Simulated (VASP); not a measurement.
# As (Pm-3m) in VASP: settings compared

The runs below take As through single point, with PBE0, HSE06.

All numbers are computed with VASP 6.6.1; they aren't measurements. Logs are shortened: lines on timing, memory, paths and dates and some standing lists are left out, and cuts for length are marked.

## 1. The cell of the first run

It takes space group Pm-3m (No. 221, cubic). Conventional cell: a = 2.722 Å, b = 2.722 Å, c = 2.722 Å, α = 90.00°, β = 90.00°, γ = 90.00°. Within 3.6 Å of As (site symmetry m-3m) lie 6 As at 2.72 Å.

This isn't the form of As at room conditions, which is rhombohedral.

## 2. Single point, PBE0

Input file POSCAR:

```
As
1.0
    2.7215874433      0.0000000000      0.0000000000
    0.0000000000      2.7215874433      0.0000000000
    0.0000000000      0.0000000000      2.7215874433
As
1
Direct
    0.5000000000      0.5000000000      0.5000000000
```

Input file INCAR.step1:

```
PREC = Accurate
ENCUT = 520
EDIFF = 1E-5
ISMEAR = -1
SIGMA = 0.05
LREAL = F
LASPH = T
NELM = 120
ALGO = Normal
ISIF = 2
LWAVE = T
GGA = PE
NBANDS = 14
GGA_COMPAT = F
```

Input file INCAR.step2:

```
PREC = Accurate
ENCUT = 520
EDIFF = 1E-6
ISMEAR = -1
SIGMA = 0.05
LREAL = F
LASPH = T
NELM = 120
ALGO = Normal
ISIF = 2
LWAVE = F
LCHARG = T
GGA = PE
LHFCALC = T
AEXX = 0.25
PRECFOCK = Normal
LELF = T
LVHAR = T
ISTART = 1
NBANDS = 14
GGA_COMPAT = F
```

Input file KPOINTS:

```
regular mesh
0
Gamma
  6 6 6
```

Potentials or basis: VASP PAW PBE potentials, release 64 (As_d).

Launch:

```sh
cat potpaw_PBE.64/As_d/POTCAR > POTCAR
cp INCAR.step1 INCAR
mpirun -np 1 vasp_std > vasp.out
cp INCAR.step2 INCAR
mpirun -np 1 vasp_std > vasp.out
```

OUTCAR:

```text
PREC = Accurate
   ENCUT = 520
   EDIFF = 1E-6
   ISMEAR = -1
   LREAL = F
   LASPH = T
   NELM = 120
   ISIF = 2
   GGA = PE
   LHFCALC = T
   AEXX = 0.25
   PRECFOCK = Normal
   ISTART = 1

 ion  position               nearest neighbor table
   1  0.500  0.500  0.500-

  LATTYP: Found a simple cubic cell.
 ALAT       =     2.7215874433

  Lattice vectors:

 A1 = (   2.7215874433,   0.0000000000,   0.0000000000)
 A2 = (   0.0000000000,   2.7215874433,   0.0000000000)
 A3 = (   0.0000000000,   0.0000000000,   2.7215874433)

Analysis of symmetry for initial positions (statically):
=====================================================================
 Subroutine PRICEL returns:
 Original cell was already a primitive cell.

 Routine SETGRP: Setting up the symmetry group for a
 simple cubic supercell.

 Subroutine GETGRP returns: Found 48 space group operations
 (whereof 48 operations were pure point group operations)
 out of a pool of 48 trial point group operations.

The static configuration has the point symmetry O_h .

Analysis of symmetry for dynamics (positions and initial velocities):
=====================================================================
 Subroutine PRICEL returns:
 Original cell was already a primitive cell.

 Routine SETGRP: Setting up the symmetry group for a
 simple cubic supercell.

 Subroutine GETGRP returns: Found 48 space group operations
 (whereof 48 operations were pure point group operations)
 out of a pool of 48 trial point group operations.

The dynamic configuration has the point symmetry O_h .

 Subroutine INISYM returns: Found 48 space group operations
 (whereof 48 operations are pure point group operations),
 and found     1 'primitive' translations

----------------------------------------------------------------------------------------

                                     Primitive cell

  volume of cell :      20.1589

  direct lattice vectors                    reciprocal lattice vectors
     2.721587443  0.000000000  0.000000000     0.367432618  0.000000000  0.000000000
     0.000000000  2.721587443  0.000000000     0.000000000  0.367432618  0.000000000
     0.000000000  0.000000000  2.721587443     0.000000000  0.000000000  0.367432618

  length of vectors
     2.721587443  2.721587443  2.721587443     0.367432618  0.367432618  0.367432618

  position of ions in fractional coordinates (direct lattice)
[... 87 lines left out ...]
   ISMEAR =    -1;   SIGMA  =   0.05  broadening in eV -4-tet -1-fermi 0-gaus
   EFERMI_NEDOS =   21; number of points for ismear=-14 and -15
   IALGO  =     38    algorithm
   IMIX   =      1    mixing-type and parameters
     AMIX     =   0.40;   BMIX     =  1.00
     AMIX_MAG =   1.60;   BMIX_MAG =  1.00
  volume/ion in A,a.u.               =      20.16       136.04
  Fermi-wavevector in a.u.,A,eV,Ry     =   1.483484  2.803379 29.942691  2.200726
  Thomas-Fermi vector in A             =   2.597140
   LORBIT       =      0    0 simple, 1 ext, 2 COOP (PROOUT), +10 PAW based schemes
   GGA     = PE    functional components
   LHFCALC =     T    Hartree Fock is set to
   PRECFOCK=normal    Normal, Fast or Accurate (Low or Medium for compatibility)
   ENCUT4O =  -1.0   cutoff for four orbital integrals eV
   NKREDX  =     1    reduce k-point grid by
   NKREDY  =     1    reduce k-point grid by
   NKREDZ  =     1    reduce k-point grid by
   AEXX    =    0.2500 exact exchange contribution
   HFSCREEN=    0.0000 screening length (either q_TF or 0.3 A-1)
   HFSCREENC=   0.0000 screening length for correlation (either q_TF or 0.3 A-1)
   ENCUTFOCK=  -1.0 apply spherical cutoff to Coloumb kernel
   IVDW    =     0    specifies the selected vdW correction
   LEPSILON=     F    determine dielectric tensor
   LRPA    =     F    only Hartree local field effects (RPA)
 non-spin polarized calculation
  energy-cutoff  :      520.00
  volume of cell :       20.16
 maximum number of plane-waves:       554
  NGX = 16; NGY = 16; NGZ = 16

 number of electron      14.9999966 magnetization

 Free energy of the ion-electron system (eV)
  ---------------------------------------------------
  ext. energy  EPLUGINS =         0.00000000
  ---------------------------------------------------
  free energy    TOTEN  =        -6.05368987 eV

  energy without entropy =       -6.05362467  energy(sigma->0) =       -6.05365727

 E-fermi :   4.2699     XC(G=0):  -8.7522

 val. band max:        3.9072736616   @ k =   0.1667   0.1667   0.0000
 cond. band min:       4.6325103687   @ k =   0.5000   0.3333   0.3333
 fundamental gap:      0.7252367071
 Fermi energy:         4.2699296140

 k-point     1 :       0.0000    0.0000    0.0000
  band No.  band energies     occupation
      1     -36.5428      2.00000
      2     -36.5428      2.00000
      3     -36.4383      2.00000
      4     -36.4383      2.00000
      5     -36.4383      2.00000
      6     -13.1466      2.00000
      7       8.8652      0.00000
      8       8.8652      0.00000
      9       8.8652      0.00000
     10      13.3674      0.00000
     11      13.3674      0.00000
     12      15.3456      0.00000
     13      32.2383      0.00000
     14      32.2399      0.00000
[... 309 lines left out ...]
      1     -36.4926      2.00000
      2     -36.4926      2.00000
      3     -36.4926      2.00000
      4     -36.4055      2.00000
      5     -36.4055      2.00000
      6      -1.8893      2.00000
      7       1.3414      2.00000
      8       1.3414      2.00000
      9       1.3414      2.00000
     10      10.7100      0.00000
     11      10.7100      0.00000
     12      10.7100      0.00000
     13      14.3611      0.00000
     14      42.6141      0.00000

------------------------ aborting loop because EDIFF is reached ----------------------------------------

  FORCE on cell =-STRESS in cart. coord.  units (eV):
  Direction    XX          YY          ZZ          XY          YZ          ZX
  --------------------------------------------------------------------------------------
  -------------------------------------------------------------------------------------
  Total       -0.3689877     -0.3689877     -0.3689877     -0.0000000     -0.0000000     -0.0000000
  in kB      -29.3261896    -29.3261896    -29.3261896     -0.0000000     -0.0000000     -0.0000000
  external PRESSURE =     -29.3261896 kB  Pullay stress =       0.0000000 kB

 VOLUME and BASIS-vectors are now :
 -----------------------------------------------------------------------------
  energy-cutoff  :      520.00
  volume of cell :       20.16
      direct lattice vectors                 reciprocal lattice vectors
     2.721587443  0.000000000  0.000000000     0.367432618  0.000000000  0.000000000
     0.000000000  2.721587443  0.000000000     0.000000000  0.367432618  0.000000000
     0.000000000  0.000000000  2.721587443     0.000000000  0.000000000  0.367432618

 POSITION                                       TOTAL-FORCE (eV/Angst)
 -----------------------------------------------------------------------------------
      1.36079      1.36079      1.36079         0.000000      0.000000      0.000000
 -----------------------------------------------------------------------------------
    total drift:                                0.000000      0.000000     -0.000000

  FREE ENERGIE OF THE ION-ELECTRON SYSTEM (eV)
  ---------------------------------------------------
  free  energy   TOTEN  =        -6.0536898662 eV

  energy  without entropy=       -6.0536246695  energy(sigma->0) =       -6.05365727
```

Run time: 5 min. Hardware: 1 thread of Intel Xeon 6975P-C (Granite Rapids), shared host; peak memory 0.13 GiB.

What came out:

```
Free energy            : -6.0537 eV
Pressure               : -2.9 GPa
Band gap on the k mesh : zero (an odd number of electrons rules out a gap without spin polarisation)
```

Caveat: the k points lie up to 0.38 Å⁻¹ apart, too coarse for converged energies and pressures of a metal; the PAW data sets were made with another functional, which shifts forces and pressure a little.

(Continued in part 2 of 2.)
